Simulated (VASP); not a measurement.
# Te2Mo: single point with PBEsol

Te2Mo, a slab with vacuum:

```
Te Mo
1.0
     3.49321    0.00000    0.00000
    -1.74660    3.02521    0.00000
     0.00000    0.00000   37.51612
Te Mo
8 4
Direct
  0.44189 0.74614 0.85844
  0.33333 0.66667 0.23184
  0.66667 0.33333 0.67200
  0.66667 0.33333 0.04531
  0.66667 0.33333 0.76816
  0.66667 0.33333 0.14156
  0.33333 0.66667 0.95469
  0.33333 0.66667 0.32800
  0.33333 0.66667 0.72002
  0.33333 0.66667 0.09343
  0.66667 0.33333 0.90657
  0.66667 0.33333 0.27998
```

This cell differs from its parent crystal: atom 1 (Te) moved by +0.340 Å along x and +0.000 Å along [0 0 1].

| Item | Value |
| --- | --- |
| Program | VASP 6.6.1 |
| Task | single point |
| Functional | PBEsol |
| Potentials or basis | VASP PAW PBE potentials, release 64 (Te, Mo_sv) |
| Cutoff | 520 eV |
| k mesh | 9 × 9 × 1 |
| Occupations | gaussian, width 0.05 eV |
| Spin | no spin polarisation |

```json
{"Largest force": "2.187 eV/Å", "Band gap on the k mesh": "0.86 eV, indirect (least direct gap 1.09 eV)"}
```

Forces on the atoms (eV/Å):
```
Te  -1.093 -1.619 -0.822
Te   0.000  0.000 -0.035
Te  -0.002 -0.002 -0.031
Te  -0.001 -0.002 -0.034
Te   0.017  0.021  0.028
Te   0.000  0.000  0.033
Te  -0.139 -0.068  0.066
Te   0.000  0.000  0.031
Mo   0.013  0.014 -0.002
Mo  -0.002 -0.001  0.000
Mo   1.207  1.657  0.764
Mo   0.000  0.000  0.003
```

Levels at points of the mesh, in eV from the valence-band top:
```csv
k point,band 50,band 51,band 52,band 53,band 54,band 55
"(0.00, 0.00, 0.00)",-0.20,-0.04,0.00,2.48,3.02,3.09
```

It took 11 min on 4 MPI ranks on Intel(R) Xeon(R) Platinum 8559C (Emerald Rapids), with other jobs on the host, peak memory 1 GiB a rank.

Caveat: the cell differs from its parent crystal (atom 1 (Te) moved by +0.340 Å along x and +0.000 Å along [0 0 1]); the PAW data sets were made with another functional, which shifts forces and pressure a little; spin-orbit coupling is left out, which moves the levels of the heavy elements.
